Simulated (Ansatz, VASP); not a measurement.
# One calculation of Te2Mo, two programs

POSCAR

```
Te2Mo
1.0
   -3.5635452172      0.0000000000      0.0000000000
   -1.7817726086     -3.0861206856      0.0000000000
    0.0000000000      0.0000000000     14.5762210532
Te Mo
4 2
Direct
    0.3333333333      0.3333333333      0.6349515156
    0.6666666667      0.6666666667      0.1298061491
    0.3333333333      0.3333333333      0.8804845840
    0.6666666667      0.6666666667      0.3753392174
    0.3333333333      0.3333333333      0.2525726833
    0.6666666667      0.6666666667      0.7577180498
```

The input INCAR.step1:

```
SYSTEM = Te2Mo
PREC = Accurate
ENCUT = 520
ISMEAR = 0
SIGMA = 0.05
LREAL = .False.
LASPH = .True.
NELM = 80
NBANDS = 35
GGA = PE
ALGO = Normal
EDIFF = 1E-4
LWAVE = .True.
LCHARG = .False.
```

File INCAR.step2:

```
SYSTEM = Te2Mo
PREC = Accurate
ENCUT = 520
EDIFF = 1E-6
ISMEAR = 0
SIGMA = 0.05
LREAL = .False.
LASPH = .True.
NELM = 80
ALGO = Normal
ISIF = 2
LWAVE = .False.
LCHARG = .False.
METAGGA = R2SCAN
LMIXTAU = .True.
NBANDS = 35
ISTART = 1
```

Contents of KPOINTS:

```
Automatic mesh
0
Gamma
  9 9 2
  0 0 0
```

Input for Ansatz:

```yaml
crystal:
  lattice:
    - [-3.5635452172, 0.0, 0.0]
    - [-1.7817726086, -3.0861206856, 0.0]
    - [0.0, 0.0, 14.5762210532]
  atoms:
    - { symbol: Te, position: [0.3333333333, 0.3333333333, 0.6349515156] }
    - { symbol: Te, position: [0.6666666667, 0.6666666667, 0.1298061491] }
    - { symbol: Te, position: [0.3333333333, 0.3333333333, 0.880484584] }
    - { symbol: Te, position: [0.6666666667, 0.6666666667, 0.3753392174] }
    - { symbol: Mo, position: [0.3333333333, 0.3333333333, 0.2525726833] }
    - { symbol: Mo, position: [0.6666666667, 0.6666666667, 0.7577180498] }
basis:
  ecutwfc: 500
kpoints:
  mp_grid: { grid: [9, 9, 2] }
hamiltonian:
  xc: r2scan
scf:
  occupations: { method: gaussian, width: 0.05 }
output:
  forces: true
  stress: true
  eigenvalues: true
```

Alike in both runs: task single point; functional r2SCAN; k mesh 9 × 9 × 2; occupations gaussian, width 0.05 eV; no spin polarisation.

```csv
,VASP,Ansatz
version,VASP 6.6.1,Ansatz 0.2.0
potentials or method,"VASP PAW PBE potentials, release 64 (Te, Mo_sv), cutoff 520 eV","scalar-relativistic, plane waves, PAW"
valence electrons in the cell,52,92
```

```csv
,VASP,Ansatz,Ansatz less VASP
gap on the k mesh at the Fermi level (eV),1.01,1.02,+0.009
least direct gap on the mesh (eV),1.06,1.06,-0.002
pressure (GPa),0.2,0.1,-0.11
"traceless stress, the component that is largest in VASP (GPa)",0.15,0.10,-0.057
rms of the force components (eV/Å),0.009,0.009,+0.0001
```

VASP's potentials were made for PBE, not for r2SCAN. Atom by atom the forces differ by 0.012 eV/Å (rms over components). VASP's potentials hold 52 valence electrons a cell and Ansatz's 92, so a difference there can come from the potentials and not from the codes.

Neither program's run includes spin-orbit coupling.
